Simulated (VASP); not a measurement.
# HfC (Fm-3m) in VASP: a series of runs, part 2 of 2

VASP 6.6.1. Earlier steps stand in the parts before.

## Step 3: Single point, PBE

Contents of INCAR:

```
PREC = Accurate
ENCUT = 600
EDIFF = 1E-6
ISMEAR = 1
SIGMA = 0.15
LREAL = False
LASPH = True
NELM = 120
ALGO = Normal
ISIF = 2
LWAVE = False
LCHARG = False
GGA = PE
NBANDS = 14
GGA_COMPAT = False
```

Contents of KPOINTS:

```
regular mesh
0
Gamma
  11 11 11
```

Contents of POSCAR:

```
HfC
1.0
    0.0000000000      2.3250000000      2.3250000000
    2.3250000000      0.0000000000      2.3250000000
    2.3250000000      2.3250000000      0.0000000000
Hf C
1 1
Direct
    0.5000000000      0.5000000000      0.5000000000
    0.0000000000      0.0000000000      0.0000000000
```

Potentials or basis: VASP PAW PBE potentials, release 64 (Hf_pv, C).

On the command line:

```sh
$ cat potpaw_PBE.64/Hf_pv/POTCAR potpaw_PBE.64/C/POTCAR > POTCAR
$ mpirun -np 1 vasp_std > vasp.out
```

Wall time 12 s (1 thread of Intel Xeon 6975P-C (Granite Rapids), shared host); peak memory 0.17 GiB.

Results (log left out):

* Free energy: -21.0456 eV
* Pressure: -0.5 GPa
* Band gap on the k mesh: zero (bands 7 and 8 overlap by 1.43 eV)

Levels at points of the mesh, in eV from the Fermi level:
| k point | band 4 | band 5 | band 6 | band 7 | band 8 | band 9 | band 10 | band 11 |
| --- | --- | --- | --- | --- | --- | --- | --- | --- |
| (0.00, 0.00, 0.00) | -12.38 | 0.93 | 0.93 | 0.93 | 1.32 | 1.32 | 1.32 | 3.32 |

Caveat: spin-orbit coupling is left out, which moves the levels of the heavy elements.

## Step 4: Single point, LDA

Contents of INCAR:

```
PREC     = Accurate       # precision mode
ENCUT    = 600            # plane-wave cutoff, eV
EDIFF    = 1E-6           # SCF threshold, eV
ISMEAR   = 1              # smearing method
SIGMA    = 0.15           # smearing width, eV
LREAL    = F              # projectors in reciprocal space
LASPH    = T              # aspherical terms in the spheres
NELM     = 120            # most SCF steps
ALGO     = Normal         # electronic algorithm
ISIF     = 2              # what is computed and relaxed
LWAVE    = F              # write WAVECAR
LCHARG   = F              # write CHGCAR
GGA      = CA             # functional
NBANDS   = 14             # bands
GGA_COMPAT= F
```

Contents of KPOINTS:

```
Automatic mesh
0
Gamma
  11 11 11
```

POSCAR is that of step 3.

Potentials or basis: VASP PAW LDA potentials, release 64 (Hf_pv, C).

On the command line:

```sh
$ cat potpaw_LDA.64/Hf_pv/POTCAR potpaw_LDA.64/C/POTCAR > POTCAR
$ mpirun -np 1 vasp_std > vasp.out
```

Wall time 10 s (1 thread of Intel Xeon 6975P-C (Granite Rapids), shared host); peak memory 0.16 GiB.

It converged, with:

```
Free energy            : -22.8504 eV
Pressure               : -11.6 GPa
Band gap on the k mesh : zero (bands 7 and 8 overlap by 1.43 eV)
```

Levels at points of the mesh, in eV from the Fermi level:
| k point | band 4 | band 5 | band 6 | band 7 | band 8 | band 9 | band 10 | band 11 |
| --- | --- | --- | --- | --- | --- | --- | --- | --- |
| (0.00, 0.00, 0.00) | -12.21 | 0.96 | 0.96 | 0.96 | 1.23 | 1.23 | 1.23 | 3.25 |

Caveat: the cell stands under tension; spin-orbit coupling is left out, which moves the levels of the heavy elements.

## Step 5: Single point, r2SCAN

POSCAR is that of step 4.

Contents of INCAR.step1:

```
SYSTEM = HfC
ALGO = Normal
EDIFF = 1E-5
ENCUT = 660
GGA = PE
GGA_COMPAT = .FALSE.
ISMEAR = 1
LASPH = .TRUE.
LCHARG = .FALSE.
LREAL = .FALSE.
LWAVE = .TRUE.
NBANDS = 14
NELM = 120
PREC = Accurate
SIGMA = 0.15
```

Contents of INCAR.step2:

```
SYSTEM = HfC
ALGO = Normal
EDIFF = 1E-6
ENCUT = 660
GGA_COMPAT = .FALSE.
ISIF = 2
ISMEAR = 1
ISTART = 1
LASPH = .TRUE.
LCHARG = .FALSE.
LMIXTAU = .TRUE.
LREAL = .FALSE.
LWAVE = .FALSE.
METAGGA = R2SCAN
NBANDS = 14
NELM = 120
PREC = Accurate
SIGMA = 0.15
```

Contents of KPOINTS:

```
k-points
0
G
  11 11 11
  0 0 0
```

Potentials or basis: VASP PAW PBE potentials, release 64 (Hf_pv, C).

On the command line:

```sh
$ cat potpaw_PBE.64/Hf_pv/POTCAR potpaw_PBE.64/C/POTCAR > POTCAR
$ cp INCAR.step1 INCAR
$ mpirun -np 1 vasp_std > vasp.out
$ cp INCAR.step2 INCAR
$ mpirun -np 1 vasp_std > vasp.out
```

OUTCAR:

```text
SYSTEM = HfC
   EDIFF = 1E-6
   ENCUT = 660
   ISIF = 2
   ISMEAR = 1
   ISTART = 1
   LASPH = .TRUE.
   LREAL = .FALSE.
   METAGGA = R2SCAN
   NELM = 120
   PREC = Accurate

 ion  position               nearest neighbor table
   1  0.500  0.500  0.500-   2 2.33   2 2.33   2 2.33   2 2.33   2 2.33   2 2.33
   2  0.000  0.000  0.000-   1 2.33   1 2.33   1 2.33   1 2.33   1 2.33   1 2.33

  LATTYP: Found a face centered cubic cell.
 ALAT       =     4.6500000000

  Lattice vectors:

 A1 = (   0.0000000000,   2.3250000000,   2.3250000000)
 A2 = (   2.3250000000,   0.0000000000,   2.3250000000)
 A3 = (   2.3250000000,   2.3250000000,   0.0000000000)
[... 586 lines left out ...]
     12      15.9755      0.00000
     13      16.1788      0.00000
     14      18.6355      0.00000

 [... further k-points ...]
[... 5 lines left out ...]
  --------------------------------------------------------------------------------------
  -------------------------------------------------------------------------------------
  Total       -0.4063359     -0.4063359     -0.4063359      0.0000000      0.0000000      0.0000000
  in kB      -25.8998291    -25.8998291    -25.8998291      0.0000000      0.0000000      0.0000000
  external PRESSURE =     -25.8998291 kB  Pullay stress =       0.0000000 kB

 VOLUME and BASIS-vectors are now :
 -----------------------------------------------------------------------------
  energy-cutoff  :      660.00
  volume of cell :       25.14
      direct lattice vectors                 reciprocal lattice vectors
     0.000000000  2.325000000  2.325000000    -0.215053763  0.215053763  0.215053763
     2.325000000  0.000000000  2.325000000     0.215053763 -0.215053763  0.215053763
     2.325000000  2.325000000  0.000000000     0.215053763  0.215053763 -0.215053763

 POSITION                                       TOTAL-FORCE (eV/Angst)
 -----------------------------------------------------------------------------------
      2.32500      2.32500      2.32500        -0.000000      0.000000     -0.000000
      0.00000      0.00000      0.00000         0.000000     -0.000000      0.000000
 -----------------------------------------------------------------------------------
    total drift:                                0.000000      0.000000      0.000000

  FREE ENERGIE OF THE ION-ELECTRON SYSTEM (eV)
  ---------------------------------------------------
  free  energy   TOTEN  =       -57.3428162095 eV

  energy  without entropy=      -57.3421911854  energy(sigma->0) =      -57.34260787
```

OSZICAR.step1:

```text
N       E                     dE             d eps       ncg     rms          rms(c)
DAV:   1     0.283238830471E+02    0.28324E+02   -0.90111E+03  1576   0.119E+03
DAV:   2    -0.224657693417E+02   -0.50790E+02   -0.47226E+02  2002   0.225E+02
DAV:   3    -0.242199144652E+02   -0.17541E+01   -0.17471E+01  1922   0.292E+01
DAV:   4    -0.242280923191E+02   -0.81779E-02   -0.81772E-02  1748   0.242E+00
DAV:   5    -0.242281429981E+02   -0.50679E-04   -0.50679E-04  1928   0.175E-01    0.569E+01
DAV:   6    -0.211166216548E+02    0.31115E+01   -0.12016E+01  1712   0.183E+01    0.410E+01
DAV:   7    -0.210629597235E+02    0.53662E-01   -0.55067E-01  1928   0.525E+00    0.250E+01
DAV:   8    -0.210535837294E+02    0.93760E-02   -0.73217E-02  1838   0.221E+00    0.653E+00
DAV:   9    -0.210472254654E+02    0.63583E-02   -0.21298E-02  1766   0.891E-01    0.214E+00
DAV:  10    -0.210470012613E+02    0.22420E-03   -0.12311E-03  1970   0.267E-01    0.563E-02
DAV:  11    -0.210469976053E+02    0.36560E-05   -0.69108E-05  1814   0.698E-02
   1 F= -.21046998E+02 E0= -.21046765E+02  d E =-.697587E-03
```

It took 44 s on 1 thread of Intel Xeon 6975P-C (Granite Rapids), shared host; peak memory 0.18 GiB.

What came out:

| Property | Result |
| --- | --- |
| Free energy | -57.3428 eV |
| Pressure | -2.6 GPa |
| Band gap on the k mesh | zero (bands 7 and 8 overlap by 1.48 eV) |

Caveat: the PAW data sets were made with another functional, which shifts forces and pressure a little; spin-orbit coupling is left out, which moves the levels of the heavy elements.

## Step 6: Overview

| level | potentials or basis | cutoff (eV) | gap on the mesh (eV) | pressure (GPa) |
| --- | --- | --- | --- | --- |
| BLYP | VASP PAW PBE potentials, release 64 (Hf_pv, C) | 600 | none | 7.6 |
| PBE | VASP PAW PBE potentials, release 64 (Hf_pv, C) | 600 | none | -0.5 |
| LDA | VASP PAW LDA potentials, release 64 (Hf_pv, C) | 600 | none | -11.6 |
| r2SCAN | VASP PAW PBE potentials, release 64 (Hf_pv, C) | 660 | none | -2.6 |

Alike in all rows: task single point; no spin polarisation; cell as given; k mesh 11 × 11 × 11; smearing methfessel-paxton 0.15 eV.

Caveats: spin-orbit coupling is left out, which moves the levels of the heavy elements; the PAW data sets were made with another functional, which shifts forces and pressure a little (at least some runs); the cell stands under pressure (at least some runs); the cell stands under tension (at least some runs).

Absolute energies hang on the potentials; compare differences alone.
